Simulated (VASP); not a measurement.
# RbBr: single point with PBE

Crystal: RbBr.

```
Rb Br
1.0
     4.08095    0.00000    0.00000
     0.00000    4.08095    0.00000
     0.00000    0.00000    4.19290
Rb Br
1 1
Direct
  0.88428 0.00000 0.00000
  0.62378 0.50000 0.50000
```

This cell differs from its parent crystal: atoms displaced along a vibrational mode, the cell strained.

```
Program             : VASP 6.6.1
Task                : single point
Functional          : PBE
Potentials or basis : VASP PAW PBE potentials, release 64 (Rb_sv, Br)
Cutoff              : 520 eV
k mesh              : 6 × 6 × 6
Occupations         : gaussian, width 0.05 eV
Spin                : no spin polarisation
```

```yaml
Pressure: 5.3 GPa
Largest_force: 0.833 eV/Å
Band_gap_on_the_k_mesh: 4.01 eV (least direct gap 4.22 eV)
```

Forces on the atoms (eV/Å):
```
Rb   0.833  0.000  0.000
Br  -0.833  0.000  0.000
```

Stress tensor (GPa, compression positive):
```
2.78 0.00 0.00
0.00 6.73 0.00
0.00 0.00 6.27
```

Levels at points of the mesh, in eV from the valence-band top:
| k point | band 5 | band 6 | band 7 | band 8 | band 9 | band 10 | band 11 | band 12 |
| --- | --- | --- | --- | --- | --- | --- | --- | --- |
| (0.00, 0.00, 0.00) | -8.90 | -0.39 | -0.33 | -0.21 | 4.01 | 5.27 | 7.41 | 9.25 |
| (0.50, 0.00, 0.00) | -8.91 | -1.68 | -0.32 | -0.20 | 6.09 | 7.37 | 8.07 | 8.61 |
| (0.00, 0.50, 0.00) | -8.88 | -1.78 | -0.75 | -0.04 | 5.96 | 6.49 | 7.97 | 8.15 |
| (0.50, 0.50, 0.00) | -8.85 | -1.33 | -1.17 | -0.57 | 5.69 | 6.33 | 8.06 | 8.72 |
| (0.00, 0.00, 0.50) | -8.81 | -1.75 | -0.60 | -0.06 | 5.89 | 6.43 | 7.86 | 8.07 |
| (0.50, 0.00, 0.50) | -8.84 | -1.29 | -1.20 | -0.43 | 5.62 | 6.52 | 8.26 | 9.00 |
| (0.00, 0.50, 0.50) | -8.90 | -0.97 | -0.91 | -0.09 | 5.65 | 7.44 | 8.29 | 8.40 |
| (0.50, 0.50, 0.50) | -9.23 | -1.31 | -1.08 | -1.04 | 6.54 | 6.58 | 8.85 | 10.30 |

Wall time 42 s on 1 thread of Intel(R) Xeon(R) Platinum 8375C CPU @ 2.90GHz (Ice Lake) (shared host), peak memory 0.21 GiB.

Caveat: the cell differs from its parent crystal (atoms displaced along a vibrational mode, the cell strained); the cell stands under pressure. A k mesh can miss the band edges.
